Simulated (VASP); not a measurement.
# B (Ccce) in VASP: notebook, part 2 of 2

VASP 6.6.1. Earlier steps stand in the parts before.

## Step 4: Relaxation of cell and atoms, PBE

Contents of INCAR:

```
SYSTEM = B
PREC = Accurate ; ENCUT = 600
EDIFF = 1E-7 ; ISMEAR = 0
SIGMA = 0.1 ; LREAL = .FALSE.
LASPH = .TRUE. ; NELM = 80
ALGO = Normal ; ISIF = 3
LWAVE = .FALSE. ; LCHARG = .FALSE.
GGA = PE ; IBRION = 2
NSW = 90 ; EDIFFG = -0.04
```

Contents of KPOINTS:

```
regular mesh
0
G
  6 6 4
  0 0 0
```

Contents of POSCAR:

```
B
1.0
    1.3179053900     -2.2826749500      0.0000000000
    1.3179053900      2.2826749500      0.0000000000
    0.0000000000      0.0000000000      6.2513220700
B
6
Direct
    0.0000000000      0.5000000000      0.3333336300
    0.5000000000      0.0000000000      0.6666663700
    0.5000000000      0.0000000000      0.1666663700
    0.0000000000      0.5000000000      0.8333336300
    0.0000000000      0.0000000000      0.5000000000
    0.5000000000      0.5000000000      0.0000000000
```

Command:

```bash
$ cat potpaw_PBE.64/B/POTCAR > POTCAR
$ mpirun -np 1 vasp_std > vasp.out
```

It took 3.7 min on 1 thread of AMD EPYC 9R45 (Zen 5), shared host; peak memory 0.14 GiB.

The run converged. Its results:

* Free energy: -35.1854 eV
* Relaxed volume: 6.77 Å³/atom
* Relaxed cell: a = 2.980 Å, b = 2.980 Å, c = 6.920 Å, α = 90.00°, β = 90.00°, γ = 138.61°
* Space group after relaxing (to 0.1 Å): Ccce (No. 68)
* Energy gained by relaxing: 470.0 meV/atom
* Ionic steps: 30
* Pressure after relaxing: 0.0 GPa
* Largest force after relaxing: 0.029 eV/Å
* Band gap on the k mesh: zero (bands 9 and 10 overlap by 5.77 eV)

Forces on the atoms (eV/Å):
```
B    0.000  0.000  0.029
B    0.000  0.000 -0.029
B    0.000  0.000 -0.029
B    0.000  0.000  0.029
B    0.000  0.000  0.000
B    0.000  0.000  0.000
```

Stress tensor (GPa, compression positive):
```
 0.61  0.00  0.00
 0.00  0.28  0.00
 0.00  0.00 -0.75
```

The path:
| step | energy change (eV) | largest force (eV/Å) | pressure (GPa) | volume (Å³) |
| --- | --- | --- | --- | --- |
| 1 | 0.0000 | 0.0585 | 52.77 | 37.61 |
| 2 | -0.9014 | 0.1942 | -15.95 | 50.00 |
| 3 | -1.1416 | 0.1630 | -0.12 | 45.48 |
| 4 | -1.1413 | 0.1640 | -0.85 | 45.65 |
| 5 | -1.1658 | 0.2819 | -0.95 | 45.67 |
| 6 | -1.3223 | 0.8505 | -2.26 | 45.69 |
| 7 | -1.7673 | 1.1743 | -5.32 | 45.56 |
| 8 | -2.1221 | 0.6549 | -11.41 | 44.73 |
| 9 | -2.1379 | 0.8683 | -9.40 | 45.07 |
| 10 | -2.1453 | 0.8481 | -9.48 | 45.02 |
| 11 | -2.1625 | 0.7799 | -9.71 | 44.89 |
| 12 | -2.1764 | 0.6176 | -10.24 | 44.62 |
| 13 | -2.1988 | 0.5656 | -9.72 | 44.45 |
| 14 | -2.2597 | 0.4013 | -8.04 | 43.96 |
| 15 | -2.3471 | 0.0262 | -4.19 | 42.97 |
| 16 | -2.3604 | 0.7078 | 5.26 | 41.03 |
| 17 | -2.3811 | 0.4269 | 0.90 | 41.86 |
| 18 | -2.4091 | 0.5246 | 1.03 | 41.74 |
| 19 | -2.4851 | 0.5548 | 1.79 | 41.36 |
| 20 | -2.6562 | 0.7282 | 3.74 | 40.56 |
| 21 | -2.6347 | 1.0100 | 10.95 | 38.76 |
| 22 | -2.7215 | 0.9014 | 6.54 | 39.62 |
| 23 | -2.7704 | 0.6209 | 3.81 | 39.91 |
| 24 | -2.7874 | 0.3774 | 1.96 | 40.14 |
| 25 | -2.7877 | 0.3070 | 1.54 | 40.19 |
| 26 | -2.8077 | 0.1627 | 0.94 | 40.35 |
| 27 | -2.8190 | 0.0190 | 0.27 | 40.56 |
| 28 | -2.8194 | 0.0491 | 0.16 | 40.61 |
| 29 | -2.8194 | 0.0577 | 0.13 | 40.62 |
| 30 | -2.8200 | 0.0294 | 0.05 | 40.64 |

Final structure:
```
B
1.0
     1.05323   -2.78805    0.00000
     1.05323    2.78805    0.00000
     0.00000    0.00000    6.91974
B
6
Direct
  0.00000 0.50000 0.35613
  0.50000 0.00000 0.64387
  0.50000 0.00000 0.14387
  0.00000 0.50000 0.85613
  0.00000 0.00000 0.50000
  0.50000 0.50000 0.00000
```

Levels at points of the mesh, in eV from the Fermi level:
| k point | band 4 | band 5 | band 6 | band 7 | band 8 | band 9 | band 10 | band 11 | band 12 | band 13 |
| --- | --- | --- | --- | --- | --- | --- | --- | --- | --- | --- |
| (0.00, 0.00, 0.00) | -7.59 | -5.81 | -4.09 | -2.54 | 0.46 | 0.59 | 4.04 | 4.93 | 5.55 | 8.31 |
| (0.50, 0.00, 0.00) | -7.82 | -4.94 | -4.94 | -2.61 | -2.61 | -0.73 | -0.73 | -0.02 | -0.02 | 3.48 |
| (0.50, 0.50, 0.00) | -10.56 | -9.87 | -8.00 | -6.42 | -3.49 | -0.58 | 3.25 | 5.32 | 7.59 | 10.15 |
| (0.00, 0.00, 0.50) | -10.87 | -3.51 | -3.51 | -2.03 | -2.03 | 2.74 | 2.74 | 4.42 | 4.42 | 9.88 |
| (0.50, 0.00, 0.50) | -8.28 | -3.83 | -3.83 | -3.10 | -3.10 | -1.84 | -1.84 | 0.12 | 0.12 | 4.49 |
| (0.50, 0.50, 0.50) | -11.06 | -8.48 | -8.48 | -5.76 | -5.76 | 2.30 | 2.30 | 6.53 | 6.53 | 8.22 |

Caveat: the k points lie up to 0.53 Å⁻¹ apart in the final cell, too coarse for converged energies and pressures of a metal.

## Step 5: Single point, PBE

This run uses another cell than the first one, of 6.79 Å³/atom.

Contents of INCAR:

```
SYSTEM = B
PREC     = Accurate       ! precision mode
ENCUT    = 520            ! plane-wave cutoff, eV
EDIFF    = 1E-6           ! SCF threshold, eV
ISMEAR   = 0              ! smearing method
SIGMA    = 0.1            ! smearing width, eV
LREAL    = .False.        ! projectors in reciprocal space
LASPH    = .True.         ! aspherical terms in the spheres
NELM     = 80             ! most SCF steps
ALGO     = Normal         ! electronic algorithm
ISIF     = 2              ! what is computed and relaxed
LWAVE    = .False.        ! write WAVECAR
LCHARG   = .False.        ! write CHGCAR
GGA      = PE             ! functional
NBANDS   = 18             ! bands
```

Contents of KPOINTS:

```
regular mesh
0
Gamma
  18 18 6
  0 0 0
```

Contents of POSCAR:

```
B
1.0
    1.0524612149     -2.7764675374      0.0000000000
    1.0524612149      2.7764675374      0.0000000000
    0.0000000000      0.0000000000      6.9727694987
B
6
Direct
    0.0000000000      0.5000000000      0.3548578798
    0.5000000000      0.0000000000      0.6451421202
    0.5000000000      0.0000000000      0.1451421202
    0.0000000000      0.5000000000      0.8548578798
    0.0000000000      0.0000000000      0.5000000000
    0.5000000000      0.5000000000      0.0000000000
```

Command:

```bash
$ cat potpaw_PBE.64/B/POTCAR > POTCAR
$ mpirun -np 1 vasp_std > vasp.out
```

Run time: 2.3 min. Hardware: 1 thread of AMD EPYC 9R45 (Zen 5), shared host; peak memory 0.28 GiB.

Results (log left out):

| Item | Value |
| --- | --- |
| Free energy | -35.1295 eV |
| Pressure | 0.0 GPa |
| Largest force | 0.003 eV/Å |
| Band gap on the k mesh | zero (bands 9 and 10 overlap by 5.93 eV) |

Forces in eV/Å, atoms in the order of the input:
```
B    0.000  0.000  0.003
B    0.000  0.000 -0.003
B    0.000  0.000 -0.003
B    0.000  0.000  0.003
B    0.000  0.000  0.000
B    0.000  0.000  0.000
```

Levels at points of the mesh, in eV from the Fermi level:
```
           k point  band 6  band 7  band 8  band 9  band 10  band 11
(0.00, 0.00, 0.00)   -3.83   -2.27    0.35    0.69     4.34     5.23
(0.50, 0.00, 0.00)   -4.89   -2.47   -2.47   -0.70    -0.70     0.10
(0.50, 0.50, 0.00)   -7.97   -6.36   -3.50   -0.67     3.11     5.11
(0.00, 0.00, 0.50)   -3.25   -2.14   -2.14    2.85     2.85     4.72
(0.50, 0.00, 0.50)   -3.80   -3.03   -3.03   -1.69    -1.69     0.26
(0.50, 0.50, 0.50)   -8.40   -5.74   -5.74    2.17     2.17     6.36
```

## Step 6: Relaxation of cell and atoms, PBE

This run uses another cell than the first one, of 6.78 Å³/atom.

Contents of INCAR:

```
ALGO = Normal ; EDIFF = 1E-6
EDIFFG = -0.01 ; ENCUT = 600
GGA = PE ; IBRION = 2
ISIF = 3 ; ISMEAR = 0
LASPH = T ; LCHARG = F
LREAL = F ; LWAVE = F
NELM = 60 ; NSW = 100
PREC = Accurate ; SIGMA = 0.1
```

Contents of KPOINTS:

```
k-points
0
Gamma
  18 18 6
```

Contents of POSCAR:

```
B
1.0
    1.0566537201     -2.7950311706      0.0000000000
    1.0566537201      2.7950311706      0.0000000000
    0.0000000000      0.0000000000      6.8850652662
B
6
Direct
    0.0000000000      0.5000000000      0.3565424371
    0.5000000000      0.0000000000      0.6434575629
    0.5000000000      0.0000000000      0.1434575629
    0.0000000000      0.5000000000      0.8565424371
    0.0000000000      0.0000000000      0.5000000000
    0.5000000000      0.5000000000      0.0000000000
```

Potentials or basis: VASP PAW PBE potentials, release 64 (B).

Command:

```bash
$ cat potpaw_PBE.64/B/POTCAR > POTCAR
$ mpirun -np 1 vasp_std > vasp.out
```

OUTCAR:

```text
EDIFF = 1E-6
   EDIFFG = -0.01
   ENCUT = 600
   GGA = PE
   IBRION = 2
   ISIF = 3
   ISMEAR = 0
   LASPH = T
   LREAL = F
   NELM = 60
   NSW = 100
   PREC = Accurate

 ion  position               nearest neighbor table
   1  0.000  0.500  0.357-   5 1.79   5 1.79   3 1.81   3 1.81
   2  0.500  0.000  0.643-   5 1.79   5 1.79   4 1.81   4 1.81
   3  0.500  0.000  0.143-   6 1.79   6 1.79   1 1.81   1 1.81
   4  0.000  0.500  0.857-   6 1.79   6 1.79   2 1.81   2 1.81
   5  0.000  0.000  0.500-   1 1.79   2 1.79   1 1.79   2 1.79
   6  0.500  0.500  0.000-   3 1.79   4 1.79   3 1.79   4 1.79

  LATTYP: Found a base centered orthorhombic cell.
 ALAT       =     2.1133074402
 B/A-ratio  =     2.6451723185
 C/A-ratio  =     3.2579572358

  Lattice vectors:

 A1 = (   1.0566537201,  -2.7950311706,   0.0000000000)
 A2 = (   1.0566537201,   2.7950311706,   0.0000000000)
 A3 = (   0.0000000000,   0.0000000000,   6.8850652662)

Analysis of symmetry for initial positions (statically):
=====================================================================
 Subroutine PRICEL returns:
 Original cell was already a primitive cell.

 Routine SETGRP: Setting up the symmetry group for a
 base centered orthorhombic supercell.

 Subroutine GETGRP returns: Found  8 space group operations
 (whereof  4 operations were pure point group operations)
 out of a pool of  8 trial point group operations.

The static configuration has the point symmetry D_2 .
 The point group associated with its full space group is D_2h.

Analysis of symmetry for dynamics (positions and initial velocities):
=====================================================================
 Subroutine PRICEL returns:
 Original cell was already a primitive cell.

 Routine SETGRP: Setting up the symmetry group for a
 base centered orthorhombic supercell.

 Subroutine GETGRP returns: Found  8 space group operations
 (whereof  4 operations were pure point group operations)
 out of a pool of  8 trial point group operations.

The dynamic configuration has the point symmetry D_2 .
 The point group associated with its full space group is D_2h.

 Subroutine INISYM returns: Found  8 space group operations
 (whereof  4 operations are pure point group operations),
 and found     1 'primitive' translations

----------------------------------------------------------------------------------------

                                     Primitive cell

  volume of cell :      40.6684

  direct lattice vectors                    reciprocal lattice vectors
     1.056653720 -2.795031171  0.000000000     0.473191918 -0.178888882  0.000000000
     1.056653720  2.795031171  0.000000000     0.473191918  0.178888882  0.000000000
     0.000000000  0.000000000  6.885065266     0.000000000  0.000000000  0.145241906

  length of vectors
     2.988095770  2.988095770  6.885065266     0.505877280  0.505877280  0.145241906

  position of ions in fractional coordinates (direct lattice)
     1.000000000  0.500000000  0.356542437
     0.500000000  1.000000000  0.643457563
     0.500000000  1.000000000  0.143457563
     1.000000000  0.500000000  0.856542437
     0.000000000  0.000000000  0.500000000
     0.500000000  0.500000000  0.000000000

  ion indices of the primitive-cell ions
   primitive index   ion index
                 1           1
                 2           2
[... 70 lines left out ...]
   ISPIN  =      1    spin polarized calculation?
   LNONCOLLINEAR =      F non collinear calculations
   LSORBIT =      F    spin-orbit coupling
   LASPH  =      T    aspherical Exc in radial PAW
   ENCUT  =  600.0 eV  44.10 Ry    6.64 a.u.   5.97  5.97 13.75*2*pi/ulx,y,z
   NELM   =     60;   NELMIN=  2; NELMDL= -5     # of ELM steps
   EDIFF  = 0.1E-05   stopping-criterion for ELM
   LREAL  =      F    real-space projection
   EDIFFG = -.1E-01   stopping-criterion for IOM
   NSW    =    100    number of steps for IOM
   IBRION =      2    ionic relax: 0-MD 1-quasi-New 2-CG
   NFREE  =      1    steps in history (QN), initial steepest desc. (CG)
   ISIF   =      3    stress and relaxation
   ISYM   =      2    0-nonsym 1-usesym 2-fastsym
   POTIM  = 0.5000    time-step for ionic-motion
   TEBEG  =    0.0;   TEEND  =   0.0 temperature during run
   PSTRESS=    0.0 pullay stress
   NELECT =      18.0000    total number of electrons
   NUPDOWN=      -1.0000    fix difference up-down
   EMIN   =  10.00;   EMAX   =-10.00  energy-range for DOS
   EFERMI =   0.00;   METHOD = LEGACY
   ISMEAR =     0;   SIGMA  =   0.10  broadening in eV -4-tet -1-fermi 0-gaus
   EFERMI_NEDOS =   21; number of points for ismear=-14 and -15
   IALGO  =     38    algorithm
   IMIX   =      4    mixing-type and parameters
     AMIX     =   0.40;   BMIX     =  1.00
     AMIX_MAG =   1.60;   BMIX_MAG =  1.00
  volume/ion in A,a.u.               =       6.78        45.74
  Fermi-wavevector in a.u.,A,eV,Ry     =   1.247613  2.357647 21.177985  1.556538
  Thomas-Fermi vector in A             =   2.381737
   LORBIT       =      0    0 simple, 1 ext, 2 COOP (PROOUT), +10 PAW based schemes
   GGA     = PE    functional components
   LHFCALC =     F    Hartree Fock is set to
   AEXX    =    0.0000 exact exchange contribution
   IVDW    =     0    specifies the selected vdW correction
   LEPSILON=     F    determine dielectric tensor
   LRPA    =     F    only Hartree local field effects (RPA)
 conjugate gradient relaxation of ions
 non-spin polarized calculation
 Gauss-broadening in eV      SIGMA  =   0.10
  energy-cutoff  :      600.00
  volume of cell :       40.67
 maximum number of plane-waves:      1388
   NGX = 11   NGY = 11   NGZ = 27

--------------------------------------- Ionic step        1  -------------------------------------------

 number of electron      18.0000000 magnetization

 Free energy of the ion-electron system (eV)
  ---------------------------------------------------
  ext. energy  EPLUGINS =         0.00000000
  ---------------------------------------------------
  free energy    TOTEN  =       -35.12684459 eV

  energy without entropy =      -35.11853173  energy(sigma->0) =      -35.12268816

------------------------ aborting loop because EDIFF is reached ----------------------------------------

  FORCE on cell =-STRESS in cart. coord.  units (eV):
  Direction    XX          YY          ZZ          XY          YZ          ZX
  --------------------------------------------------------------------------------------
  -------------------------------------------------------------------------------------
  Total        0.5022070     -0.6163797      0.2938104      0.0000000      0.0000000      0.0000000
  in kB       19.7849936    -24.2829523     11.5749840      0.0000000      0.0000000      0.0000000
  external PRESSURE =       2.3590084 kB  Pullay stress =       0.0000000 kB
[... 307 lines left out ...]
--------------------------------------- Ionic step        9  -------------------------------------------

 number of electron      18.0000000 magnetization

 Free energy of the ion-electron system (eV)
  ---------------------------------------------------
  ext. energy  EPLUGINS =         0.00000000
  ---------------------------------------------------
  free energy    TOTEN  =       -35.13361795 eV

  energy without entropy =      -35.12649876  energy(sigma->0) =      -35.13005835

 E-fermi :   7.3918     XC(G=0): -12.1926

 val. band max:        7.3876223608   @ k =   0.3889   0.2222   0.0000
 cond. band min:       7.3941798604   @ k =   0.3333   0.0000   0.5000
 fundamental gap:      0.0065574996
 Fermi energy:         7.3918481131

 k-point     1 :       0.0000    0.0000    0.0000
  band No.  band energies     occupation
      1      -9.0071      2.00000
      2      -7.1541      2.00000
      3      -5.8253      2.00000
      4      -0.1050      2.00000
      5       1.6106      2.00000
      6       3.5427      2.00000
      7       5.1103      2.00000
      8       7.8803      0.00000
      9       8.1119      0.00000
     10      11.7272      0.00000
     11      12.6256      0.00000
     12      13.0746      0.00000
     13      15.6502      0.00000
[... 354 lines left out ...]
  band No.  band energies     occupation
      1      -7.9754      2.00000
      2      -6.1373      2.00000
      3      -4.8158      2.00000
      4       0.7970      2.00000
      5       2.4939      2.00000
      6       2.6912      2.00000
      7       4.1457      2.00000
      8       5.9520      2.00000
      9      10.2015      0.00000
     10      10.7102      0.00000
     11      11.4089      0.00000
     12      12.7449      0.00000
     13      13.2035      0.00000

 [... further k-points ...]

------------------------ aborting loop because EDIFF is reached ----------------------------------------

  FORCE on cell =-STRESS in cart. coord.  units (eV):
  Direction    XX          YY          ZZ          XY          YZ          ZX
  --------------------------------------------------------------------------------------
  -------------------------------------------------------------------------------------
  Total       -0.0195081      0.0036239      0.0203900      0.0000000      0.0000000      0.0000000
  in kB       -0.7667647      0.1424364      0.8014274      0.0000000      0.0000000      0.0000000
  external PRESSURE =       0.0590330 kB  Pullay stress =       0.0000000 kB
[... 21 lines left out ...]
  FREE ENERGIE OF THE ION-ELECTRON SYSTEM (eV)
  ---------------------------------------------------
  free  energy   TOTEN  =       -35.1336179452 eV

  energy  without entropy=      -35.1264987643  energy(sigma->0) =      -35.13005835

 reached required accuracy - stopping structural energy minimisation
```

OSZICAR:

```text
N       E                     dE             d eps       ncg     rms          rms(c)
DAV:   1     0.377563886410E+02    0.37756E+02   -0.92830E+03  9464   0.142E+03
DAV:   2    -0.328502474243E+02   -0.70607E+02   -0.66489E+02 12680   0.222E+02
DAV:   3    -0.356498193207E+02   -0.27996E+01   -0.26948E+01 12524   0.386E+01
[... 54 lines left out ...]
       N       E                     dE             d eps       ncg     rms          rms(c)
DAV:   1    -0.351336399936E+02   -0.80831E-04   -0.27105E-03 11450   0.450E-01    0.294E-02
DAV:   2    -0.351336267177E+02    0.13276E-04   -0.48972E-05 11774   0.606E-02    0.173E-02
DAV:   3    -0.351336180349E+02    0.86828E-05   -0.13659E-05 11784   0.248E-02    0.162E-03
DAV:   4    -0.351336179452E+02    0.89742E-07   -0.57009E-07  6042   0.650E-03
   9 F= -.35133618E+02 E0= -.35130058E+02  d E =-.588109E-04
```

It took 7.5 min on 1 thread of AMD EPYC 9R45 (Zen 5), shared host; peak memory 0.28 GiB.

Results:

```
Free energy                           : -35.1336 eV
Relaxed volume                        : 6.79 Å³/atom
Relaxed cell                          : a = 2.972 Å, b = 2.972 Å, c = 6.939 Å, α = 90.00°, β = 90.00°, γ = 138.30°
Space group after relaxing (to 0.1 Å) : Ccce (No. 68)
Energy gained by relaxing             : 1.1 meV/atom
Ionic steps                           : 9
Pressure after relaxing               : 0.0 GPa
Band gap on the k mesh                : zero (bands 9 and 10 overlap by 6.06 eV)
```

The path:
```tsv
step	energy change (eV)	largest force (eV/Å)	pressure (GPa)	volume (Å³)
1	0.0000	0.1611	0.24	40.67
2	-0.0061	0.0007	0.29	40.73
3	-0.0062	0.0247	0.30	40.73
4	-0.0065	0.0141	-0.18	40.82
5	-0.0065	0.0089	-0.12	40.81
6	-0.0066	0.0070	-0.05	40.79
7	-0.0067	0.0017	0.14	40.75
8	-0.0067	0.0002	0.21	40.73
9	-0.0068	0.0003	0.01	40.76
```

Final structure:
```yaml
crystal:
  lattice:
    - [1.05773, -2.77704, 0.00000]
    - [1.05773, 2.77704, 0.00000]
    - [0.00000, 0.00000, 6.93866]
  atoms:
    - { symbol: B, position: [0.00000, 0.50000, 0.35512] }
    - { symbol: B, position: [0.50000, 0.00000, 0.64488] }
    - { symbol: B, position: [0.50000, 0.00000, 0.14488] }
    - { symbol: B, position: [0.00000, 0.50000, 0.85512] }
    - { symbol: B, position: [0.00000, 0.00000, 0.50000] }
    - { symbol: B, position: [0.50000, 0.50000, 0.00000] }
```

## Step 7: Summary

```csv
task,cell,k mesh,cutoff (eV),gap on the mesh (eV),pressure (GPa),relaxed volume (Å³/atom),largest force (eV/Å)
single point,"a = 2.636, b = 2.636, c = 6.251 Å, angles 90.0, 90.0, 120.0°, 6 atoms, atomic positions A",6 × 6 × 4,520,none,52.8,-,0.06
single point,"a = 2.988, b = 2.988, c = 6.885 Å, angles 90.0, 90.0, 138.6°, 6 atoms, atomic positions B",6 × 6 × 4,520,none,0.0,-,0.01
relaxation of cell and atoms,"relaxed from a = 2.636, b = 2.636, c = 6.251 Å, angles 90.0, 90.0, 120.0°, 6 atoms, atomic positions A",6 × 6 × 4,600,none,0.0,6.77,0.03
single point,"a = 2.969, b = 2.969, c = 6.973 Å, angles 90.0, 90.0, 138.5°, 6 atoms, atomic positions C",18 × 18 × 6,520,none,0.0,-,-
relaxation of cell and atoms,"relaxed from a = 2.988, b = 2.988, c = 6.885 Å, angles 90.0, 90.0, 138.6°, 6 atoms, atomic positions B",18 × 18 × 6,600,none,0.0,6.79,-
```

Alike in all rows: level PBE; potentials or basis VASP PAW PBE potentials, release 64 (B); no spin polarisation; smearing gaussian 0.1 eV.

Caveats: some runs use coarse meshes.

Absolute energies hang on the potentials; compare differences alone.

The gap in the log of VASP goes by the Fermi energy; the results here count the filled bands.